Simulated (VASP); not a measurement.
# GaP (dlda) (F-43m) in VASP: a series of runs

The runs below take GaP (dlda) through single point, with LDA.

All numbers are computed with VASP 6.6.1; they aren't measurements. Logs are shortened: lines on timing, memory, paths and dates and some standing lists are left out, and cuts for length are marked.

**1. The cell of the first run**

The structure is cubic, space group F-43m (No. 216). The conventional cell has a = 5.452 Å, b = 5.452 Å, c = 5.452 Å, α = 90.00°, β = 90.00°, γ = 90.00°. Within 3.1 Å of Ga (site symmetry -43m) lie 4 P at 2.36 Å. Within 3.1 Å of P (site symmetry -43m) lie 4 Ga at 2.36 Å.

**2. Single point, LDA**

INCAR

```
PREC = Accurate
ENCUT = 520
EDIFF = 1E-7
ISMEAR = 0
SIGMA = 0.1
LREAL = F
LASPH = T
NELM = 80
ALGO = Normal
ISIF = 2
LWAVE = F
LCHARG = T
GGA = CA
LELF = T
LVHAR = T
NBANDS = 16
```

KPOINTS

```
Automatic mesh
0
Gamma
  6 6 6
```

POSCAR

```
GaP
1.0
    0.0000000000      2.7258124900      2.7258124900
    2.7258124900      0.0000000000      2.7258124900
    2.7258124900      2.7258124900      0.0000000000
Ga P
1 1
Direct
    0.0000000000      0.0000000000      0.0000000000
    0.7500000000      0.7500000000      0.7500000000
```

Potentials or basis: VASP PAW LDA potentials, release 64 (Ga_d, P).

Started as:

```sh
> cat potpaw_LDA.64/Ga_d/POTCAR potpaw_LDA.64/P/POTCAR > POTCAR
> mpirun -np 1 vasp_std > vasp.out
```

OUTCAR:

```text
PREC = Accurate
   ENCUT = 520
   EDIFF = 1E-7
   ISMEAR = 0
   LREAL = F
   LASPH = T
   NELM = 80
   ISIF = 2
   GGA = CA

 ion  position               nearest neighbor table
   1  0.000  0.000  0.000-   2 2.36   2 2.36   2 2.36   2 2.36
   2  0.750  0.750  0.750-   1 2.36   1 2.36   1 2.36   1 2.36

  LATTYP: Found a face centered cubic cell.
 ALAT       =     5.4516249800

  Lattice vectors:

 A1 = (   0.0000000000,   2.7258124900,   2.7258124900)
 A2 = (   2.7258124900,   0.0000000000,   2.7258124900)
 A3 = (   2.7258124900,   2.7258124900,   0.0000000000)

Analysis of symmetry for initial positions (statically):
=====================================================================
 Subroutine PRICEL returns:
 Original cell was already a primitive cell.

 Routine SETGRP: Setting up the symmetry group for a
 face centered cubic supercell.

 Subroutine GETGRP returns: Found 24 space group operations
 (whereof 24 operations were pure point group operations)
 out of a pool of 48 trial point group operations.

The static configuration has the point symmetry T_d .

Analysis of symmetry for dynamics (positions and initial velocities):
=====================================================================
 Subroutine PRICEL returns:
 Original cell was already a primitive cell.

 Routine SETGRP: Setting up the symmetry group for a
 face centered cubic supercell.

 Subroutine GETGRP returns: Found 24 space group operations
 (whereof 24 operations were pure point group operations)
 out of a pool of 48 trial point group operations.

The dynamic configuration has the point symmetry T_d .

 Subroutine INISYM returns: Found 24 space group operations
 (whereof 24 operations are pure point group operations),
 and found     1 'primitive' translations

----------------------------------------------------------------------------------------

                                     Primitive cell

  volume of cell :      40.5059

  direct lattice vectors                    reciprocal lattice vectors
     0.000000000  2.725812490  2.725812490    -0.183431546  0.183431546  0.183431546
     2.725812490  0.000000000  2.725812490     0.183431546 -0.183431546  0.183431546
     2.725812490  2.725812490  0.000000000     0.183431546  0.183431546 -0.183431546

  length of vectors
     3.854880992  3.854880992  3.854880992     0.317712758  0.317712758  0.317712758

  position of ions in fractional coordinates (direct lattice)
     0.000000000  0.000000000  0.000000000
     0.750000000  0.750000000  0.750000000

  ion indices of the primitive-cell ions
   primitive index   ion index
                 1           1
                 2           2

----------------------------------------------------------------------------------------

 KPOINTS: Automatic mesh

Automatic generation of k-mesh.
 Grid dimensions read from file:
 generate k-points for:    6    6    6

 Generating k-lattice:

  Cartesian coordinates                     Fractional coordinates (reciprocal lattice)
    -0.030571924  0.030571924  0.030571924     0.166666667  0.000000000  0.000000000
     0.030571924 -0.030571924  0.030571924     0.000000000  0.166666667  0.000000000
     0.030571924  0.030571924 -0.030571924     0.000000000  0.000000000  0.166666667

  Length of vectors
     0.052952126  0.052952126  0.052952126

  Shift w.r.t. Gamma in fractional coordinates (k-lattice)
     0.000000000  0.000000000  0.000000000

 Subroutine IBZKPT returns following result:
 ===========================================

 Found     16 irreducible k-points:

 Following reciprocal coordinates:
            Coordinates               Weight
  0.000000  0.000000  0.000000      1.000000
  0.166667  0.000000  0.000000      8.000000
  0.333333  0.000000  0.000000      8.000000
  0.500000  0.000000  0.000000      4.000000
  0.166667  0.166667  0.000000      6.000000
  0.333333  0.166667  0.000000     24.000000
[... 8 lines left out ...]
 -0.333333  0.333333  0.166667     24.000000
 -0.333333  0.500000  0.166667     12.000000
   k-points           NKPTS =     16   k-points in BZ     NKDIM =     16   number of bands    NBANDS=     16
   number of dos      NEDOS =    301   number of ions     NIONS =      2
   total plane-waves  NPLWV =  27000
   dimension x,y,z NGX =    30 NGY =   30 NGZ =   30
   dimension x,y,z NGXF=    60 NGYF=   60 NGZF=   60
   ions per type =               1   1
   NGX,Y,Z   is equivalent  to a cutoff of  12.94, 12.94, 12.94 a.u.
   NGXF,Y,Z  is equivalent  to a cutoff of  25.88, 25.88, 25.88 a.u.
 SYSTEM =  unknown system
   PREC   = accura    normal or accurate (medium, high low for compatibility)
   ISTART =      0    job   : 0-new  1-cont  2-samecut
   ICHARG =      2    charge: 1-file 2-atom 10-const
   ISPIN  =      1    spin polarized calculation?
   LNONCOLLINEAR =      F non collinear calculations
   LSORBIT =      F    spin-orbit coupling
   LASPH  =      T    aspherical Exc in radial PAW
   ENCUT  =  520.0 eV  38.22 Ry    6.18 a.u.   7.17  7.17  7.17*2*pi/ulx,y,z
   NELM   =     80;   NELMIN=  2; NELMDL= -5     # of ELM steps
   EDIFF  = 0.1E-06   stopping-criterion for ELM
   LREAL  =      F    real-space projection
   EDIFFG = 0.1E-05   stopping-criterion for IOM
   NSW    =      0    number of steps for IOM
   IBRION =     -1    ionic relax: 0-MD 1-quasi-New 2-CG
   NFREE  =      0    steps in history (QN), initial steepest desc. (CG)
   ISIF   =      2    stress and relaxation
   ISYM   =      2    0-nonsym 1-usesym 2-fastsym
   POTIM  = 0.5000    time-step for ionic-motion
   TEBEG  =    0.0;   TEEND  =   0.0 temperature during run
   PSTRESS=    0.0 pullay stress
   NELECT =      18.0000    total number of electrons
   NUPDOWN=      -1.0000    fix difference up-down
   EMIN   =  10.00;   EMAX   =-10.00  energy-range for DOS
   EFERMI =   0.00;   METHOD = LEGACY
   ISMEAR =     0;   SIGMA  =   0.10  broadening in eV -4-tet -1-fermi 0-gaus
   EFERMI_NEDOS =   21; number of points for ismear=-14 and -15
   IALGO  =     38    algorithm
   IMIX   =      4    mixing-type and parameters
     AMIX     =   0.40;   BMIX     =  1.00
     AMIX_MAG =   1.60;   BMIX_MAG =  1.00
  volume/ion in A,a.u.               =      20.25       136.67
  Fermi-wavevector in a.u.,A,eV,Ry     =   1.249280  2.360796 21.234610  1.560700
  Thomas-Fermi vector in A             =   2.383328
   LORBIT       =      0    0 simple, 1 ext, 2 COOP (PROOUT), +10 PAW based schemes
   GGA     = CA    functional components
   LHFCALC =     F    Hartree Fock is set to
   AEXX    =    0.0000 exact exchange contribution
   IVDW    =     0    specifies the selected vdW correction
   LEPSILON=     F    determine dielectric tensor
   LRPA    =     F    only Hartree local field effects (RPA)
 non-spin polarized calculation
 Gauss-broadening in eV      SIGMA  =   0.10
  energy-cutoff  :      520.00
  volume of cell :       40.51
 maximum number of plane-waves:      1113
 NGX is ok and might be reduce to    30
   NGX = 15   NGY = 15   NGZ = 15

 number of electron      17.9999989 magnetization

 Free energy of the ion-electron system (eV)
  ---------------------------------------------------
  ext. energy  EPLUGINS =         0.00000000
  ---------------------------------------------------
  free energy    TOTEN  =       -10.42444866 eV

  energy without entropy =      -10.42444866  energy(sigma->0) =      -10.42444866

 E-fermi :   4.9527     XC(G=0): -10.1596

 val. band max:        4.5058868939   @ k =   0.0000   0.0000   0.0000
 cond. band min:       5.9974234084   @ k =   0.5000   0.5000   0.0000
 fundamental gap:      1.4915365145
 Fermi energy:         4.9526884564

 k-point     1 :       0.0000    0.0000    0.0000
  band No.  band energies     occupation
      1     -10.2063      2.00000
      2     -10.2063      2.00000
      3     -10.2063      2.00000
      4     -10.1086      2.00000
      5     -10.1086      2.00000
      6      -8.0007      2.00000
[... 8 lines left out ...]
     15      14.2986      0.00000
     16      14.2986      0.00000

 k-point     2 :       0.1667    0.0000    0.0000
  band No.  band energies     occupation
      1     -10.2269      2.00000
      2     -10.1986      2.00000
      3     -10.1986      2.00000
      4     -10.1085      2.00000
      5     -10.1085      2.00000
      6      -7.6449      2.00000
[... 8 lines left out ...]
     15      13.4288      0.00000
     16      14.2791      0.00000

 k-point     3 :       0.3333    0.0000    0.0000
  band No.  band energies     occupation
      1     -10.2641      2.00000
      2     -10.1863      2.00000
      3     -10.1863      2.00000
      4     -10.1051      2.00000
      5     -10.1051      2.00000
      6      -6.6928      2.00000
[... 8 lines left out ...]
     15      14.0950      0.00000
     16      14.0950      0.00000

 k-point     4 :       0.5000    0.0000    0.0000
  band No.  band energies     occupation
      1     -10.2812      2.00000
      2     -10.1820      2.00000
      3     -10.1820      2.00000
      4     -10.1014      2.00000
      5     -10.1014      2.00000
      6      -5.9174      2.00000
[... 8 lines left out ...]
     15      16.1635      0.00000
     16      16.1635      0.00000

 k-point     5 :       0.1667    0.1667    0.0000
  band No.  band energies     occupation
      1     -10.2401      2.00000
      2     -10.1909      2.00000
      3     -10.1909      2.00000
      4     -10.1159      2.00000
      5     -10.1032      2.00000
      6      -7.5266      2.00000
[... 8 lines left out ...]
     15      14.7324      0.00000
     16      15.0931      0.00000

 k-point     6 :       0.3333    0.1667    0.0000
  band No.  band energies     occupation
      1     -10.2682      2.00000
      2     -10.1800      2.00000
      3     -10.1767      2.00000
      4     -10.1195      2.00000
      5     -10.0989      2.00000
      6      -6.7610      2.00000
[... 8 lines left out ...]
     15      15.2182      0.00000
     16      15.9387      0.00000

 k-point     7 :       0.5000    0.1667    0.0000
  band No.  band energies     occupation
      1     -10.2843      2.00000
      2     -10.1773      2.00000
      3     -10.1710      2.00000
      4     -10.1127      2.00000
      5     -10.0991      2.00000
      6      -5.7752      2.00000
[... 8 lines left out ...]
     15      16.1770      0.00000
     16      16.5902      0.00000

 k-point     8 :      -0.3333    0.1667    0.0000
  band No.  band energies     occupation
      1     -10.2772      2.00000
      2     -10.1793      2.00000
      3     -10.1756      2.00000
      4     -10.1076      2.00000
      5     -10.1054      2.00000
      6      -6.0661      2.00000
[... 8 lines left out ...]
     15      15.0946      0.00000
     16      16.8033      0.00000

 k-point     9 :      -0.1667    0.1667    0.0000
  band No.  band energies     occupation
      1     -10.2516      2.00000
      2     -10.1895      2.00000
      3     -10.1863      2.00000
      4     -10.1123      2.00000
      5     -10.1046      2.00000
      6      -7.0831      2.00000
[... 8 lines left out ...]
     15      14.6519      0.00000
     16      15.9073      0.00000

 k-point    10 :       0.3333    0.3333    0.0000
  band No.  band energies     occupation
      1     -10.2939      2.00000
      2     -10.1589      2.00000
      3     -10.1589      2.00000
      4     -10.1339      2.00000
      5     -10.0925      2.00000
      6      -6.2270      2.00000
[... 8 lines left out ...]
     15      15.9256      0.00000
     16      18.6727      0.00000

 k-point    11 :       0.5000    0.3333    0.0000
  band No.  band energies     occupation
      1     -10.3036      2.00000
      2     -10.1569      2.00000
      3     -10.1508      2.00000
      4     -10.1330      2.00000
      5     -10.0923      2.00000
      6      -5.3504      2.00000
[... 8 lines left out ...]
     15      16.4057      0.00000
     16      17.6458      0.00000

 k-point    12 :      -0.3333    0.3333    0.0000
  band No.  band energies     occupation
      1     -10.2925      2.00000
      2     -10.1689      2.00000
      3     -10.1575      2.00000
      4     -10.1195      2.00000
      5     -10.1018      2.00000
      6      -5.2438      2.00000
[... 8 lines left out ...]
     15      14.0314      0.00000
     16      19.3453      0.00000

 k-point    13 :       0.5000    0.5000    0.0000
  band No.  band energies     occupation
      1     -10.3168      2.00000
      2     -10.1440      2.00000
      3     -10.1423      2.00000
      4     -10.1423      2.00000
      5     -10.0871      2.00000
      6      -4.9982      2.00000
[... 8 lines left out ...]
     15      16.9377      0.00000
     16      17.4234      0.00000

 k-point    14 :       0.5000    0.3333    0.1667
  band No.  band energies     occupation
      1     -10.2863      2.00000
      2     -10.1728      2.00000
      3     -10.1616      2.00000
      4     -10.1226      2.00000
      5     -10.0979      2.00000
      6      -5.9086      2.00000
[... 8 lines left out ...]
     15      16.1780      0.00000
     16      17.6785      0.00000

 k-point    15 :      -0.3333    0.3333    0.1667
  band No.  band energies     occupation
      1     -10.2918      2.00000
      2     -10.1730      2.00000
      3     -10.1550      2.00000
      4     -10.1194      2.00000
      5     -10.1010      2.00000
      6      -5.2412      2.00000
[... 8 lines left out ...]
     15      16.8541      0.00000
     16      17.1720      0.00000

 k-point    16 :      -0.3333    0.5000    0.1667
  band No.  band energies     occupation
      1     -10.3026      2.00000
      2     -10.1618      2.00000
      3     -10.1472      2.00000
      4     -10.1291      2.00000
      5     -10.0956      2.00000
      6      -4.9275      2.00000
[... 8 lines left out ...]
     15      16.3581      0.00000
     16      18.0474      0.00000

------------------------ aborting loop because EDIFF is reached ----------------------------------------

  FORCE on cell =-STRESS in cart. coord.  units (eV):
  Direction    XX          YY          ZZ          XY          YZ          ZX
  --------------------------------------------------------------------------------------
  -------------------------------------------------------------------------------------
  Total       -0.6740583     -0.6740583     -0.6740583      0.0000000     -0.0000000      0.0000000
  in kB      -26.6618417    -26.6618417    -26.6618417      0.0000000     -0.0000000      0.0000000
  external PRESSURE =     -26.6618417 kB  Pullay stress =       0.0000000 kB

 VOLUME and BASIS-vectors are now :
 -----------------------------------------------------------------------------
  energy-cutoff  :      520.00
  volume of cell :       40.51
      direct lattice vectors                 reciprocal lattice vectors
     0.000000000  2.725812490  2.725812490    -0.183431546  0.183431546  0.183431546
     2.725812490  0.000000000  2.725812490     0.183431546 -0.183431546  0.183431546
     2.725812490  2.725812490  0.000000000     0.183431546  0.183431546 -0.183431546

 POSITION                                       TOTAL-FORCE (eV/Angst)
 -----------------------------------------------------------------------------------
      0.00000      0.00000      0.00000        -0.000000     -0.000000     -0.000000
      4.08872      4.08872      4.08872         0.000000      0.000000      0.000000
 -----------------------------------------------------------------------------------
    total drift:                               -0.000000     -0.000000     -0.000000

  FREE ENERGIE OF THE ION-ELECTRON SYSTEM (eV)
  ---------------------------------------------------
  free  energy   TOTEN  =       -10.4244486552 eV

  energy  without entropy=      -10.4244486552  energy(sigma->0) =      -10.42444866
```

Wall time 21 s (1 thread of AMD EPYC 7R13, shared host); peak memory 0.12 GiB.

What came out:

```
Free energy            : -10.4244 eV
Pressure               : -2.7 GPa
Band gap on the k mesh : 1.49 eV, indirect (least direct gap 1.63 eV)
```

**3. Single point, LDA**

This run uses another cell than the first one, of 19.59 Å³/atom, 0.967 times its volume.

INCAR

```
ALGO = Normal ; EDIFF = 1E-6
ENCUT = 520 ; ISIF = 2
ISMEAR = 0 ; LASPH = True
LCHARG = False ; LREAL = False
LWAVE = False ; NBANDS = 16
NELM = 100 ; PREC = Accurate
SIGMA = 0.02
```

KPOINTS

```
k-points
0
Gamma
  8 8 8
```

POSCAR

```
GaP
1.0
    0.0000000000      2.6957094397      2.6957094397
    2.6957094397      0.0000000000      2.6957094397
    2.6957094397      2.6957094397      0.0000000000
Ga P
1 1
Direct
    0.0000000000      0.0000000000      0.0000000000
    0.7500000000      0.7500000000      0.7500000000
```

Potentials or basis: VASP PAW LDA potentials, release 64 (Ga_d, P).

Started as:

```sh
> cat potpaw_LDA.64/Ga_d/POTCAR potpaw_LDA.64/P/POTCAR > POTCAR
> mpirun -np 1 vasp_std > vasp.out
```

It took 27 s on 1 thread of AMD EPYC 7R13, shared host; peak memory 0.12 GiB.

The run converged. Its results:

```
Free energy            : -10.4508 eV
Pressure               : 0.1 GPa
Band gap on the k mesh : 1.43 eV, indirect (least direct gap 1.91 eV)
```

Levels at points of the mesh, in eV from the valence-band top:
```csv
k point,band 7,band 8,band 9,band 10,band 11,band 12
"(0.00, 0.00, 0.00)",0.00,0.00,0.00,1.91,3.78,3.78
"(0.50, 0.00, 0.00)",-6.90,-1.18,-1.18,1.62,4.62,4.62
"(0.50, 0.50, 0.00)",-7.00,-2.82,-2.82,1.43,1.65,10.70
```

A k mesh can miss the band edges. As with any semilocal functional, this LDA gap is likely too small.
